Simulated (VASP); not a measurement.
# Co: single point with PBEsol

Crystal: Co.

```
CELL_PARAMETERS angstrom
0.00000 3.20688 3.20688
3.20688 0.00000 3.20688
3.20688 3.20688 0.00000
ATOMIC_POSITIONS crystal
Co 0.25000 0.25000 0.25000
Co 0.00000 0.00000 0.00000
Co 0.62500 0.62500 0.12500
Co 0.62500 0.12500 0.62500
Co 0.12500 0.62500 0.62500
Co 0.62500 0.62500 0.62500
```

This isn't the form of Co at room conditions, which is hcp.

- Program: VASP 6.6.1
- Task: single point
- Functional: PBEsol
- Potentials or basis: VASP PAW PBE potentials, release 64 (Co)
- Cutoff: 520 eV
- k mesh: 10 × 10 × 10
- Occupations: gaussian, width 0.1 eV
- Spin: collinear spin, ferromagnetic start
- Starting moments: [1.98, 1.98, 1.91, 1.91, 1.91, 1.91] μB
- Dipole correction: no
- Further INCAR settings: ALGO = Normal; EDIFF = 1e-06; NBANDS = 40

* Pressure: -0.9 GPa
* Net moment: 10.25 μB per cell
* Site moments: Co +1.77, +1.69 (each value once) μB
* Valence electrons inside the program's atomic spheres: Co 8.01, 8.46 (each value once)

Levels at points of the mesh, in eV from the Fermi level:
Spin up:
```
           k point  band 28  band 29  band 30  band 31  band 32  band 33  band 34  band 35  band 36  band 37
(0.00, 0.00, 0.00)    -1.14    -0.20    -0.20    -0.20     1.12     2.73     2.73     2.73     6.45     6.45
(0.50, 0.00, 0.00)    -1.29    -1.29    -1.01    -1.01    -0.20     1.93     2.27     2.27     5.37     5.37
(0.50, 0.50, 0.00)    -1.53    -1.35    -1.35    -1.32    -1.32     1.27     1.27     2.02     2.02    11.52
```
Spin down:
```
           k point  band 19  band 20  band 21  band 22  band 23  band 24  band 25  band 26
(0.00, 0.00, 0.00)    -0.53    -0.53     0.14     0.14     0.14     0.62     0.62     0.62
(0.50, 0.00, 0.00)    -0.58    -0.58    -0.29    -0.25    -0.25     0.08     0.15     0.31
(0.50, 0.50, 0.00)    -0.46    -0.46    -0.18    -0.18    -0.07    -0.07     0.41     0.41
```

Run time: 5.2 min on 1 thread of Intel(R) Xeon(R) Platinum 8259CL CPU @ 2.50GHz (Skylake/Cascade Lake), with other jobs on the host, peak memory 0.34 GiB.

Caveat: the PAW data sets were made with another functional, which shifts forces and pressure a little.
